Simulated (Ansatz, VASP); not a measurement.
# Cr: VASP beside Ansatz

```xyz
1
Lattice="-1.4109 1.4109 1.4109 1.4109 -1.4109 1.4109 1.4109 1.4109 -1.4109" Properties=species:S:1:pos:R:3 pbc="T T T"
Cr    0.0000    0.0000    0.0000
```

Alike in both runs: functional PBE; dispersion D3(BJ); k mesh 20 × 20 × 20; occupations gaussian, width 0.1 eV; no spin polarisation.

Ansatz relaxed the structure, and its values are those at the end. VASP's run is a single point on that final structure, the one shown.

|  | VASP | Ansatz |
| --- | --- | --- |
| version | VASP 6.6.1 | Ansatz 0.2.0 |
| potentials or method | VASP PAW PBE potentials, release 64 (Cr_pv), cutoff 500 eV | scalar-relativistic, plane waves, PAW |
| valence electrons in the cell | 12 | 14 |

|  | VASP | Ansatz | Ansatz less VASP |
| --- | --- | --- | --- |
| gap on the k mesh at the Fermi level (eV) | none | none | - |
| pressure (GPa) | -0.7 | 0.0 | +0.67 |

A gap of «none» marks a metal or a gap that the smearing closes. VASP's potentials hold 12 valence electrons a cell and Ansatz's 14, so a difference there can come from the potentials and not from the codes.
